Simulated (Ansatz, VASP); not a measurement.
# TiB2 in VASP and in Ansatz

```
Ti B
1.0
     2.99547    0.00000    0.00000
    -1.49773    2.59415    0.00000
     0.00000    0.00000    3.15530
Ti B
1 2
Direct
  0.00000 0.00000 0.00000
  0.33333 0.66667 0.50000
  0.66667 0.33333 0.50000
```

Alike in both runs: functional LDA; k mesh 12 × 12 × 10; occupations tetrahedron; no spin polarisation.

Ansatz relaxed the structure, and its values are those at the end. VASP's run is a single point on that final structure, the one shown.

```csv
,VASP,Ansatz
version,VASP 6.6.1,Ansatz 0.2.0
potentials or method,"VASP PAW LDA potentials, release 64 (Ti_sv, B), cutoff 520 eV","all-electron LAPW, scalar-relativistic"
```

```csv
,VASP,Ansatz,Ansatz less VASP
gap on the k mesh at the Fermi level (eV),none,none,-
pressure (GPa),0.6,0.0,-0.59
```

LDA's correlation is that of Perdew and Zunger in VASP and of Perdew and Wang (1992) in Ansatz. A gap of «none» marks a metal or a gap that the smearing closes. Ansatz ran all-electron here, and VASP with PAW potentials. Ansatz's warnings: band table not solved further, forces under tetrahedra, tetrahedron derivatives may miss energy slope.
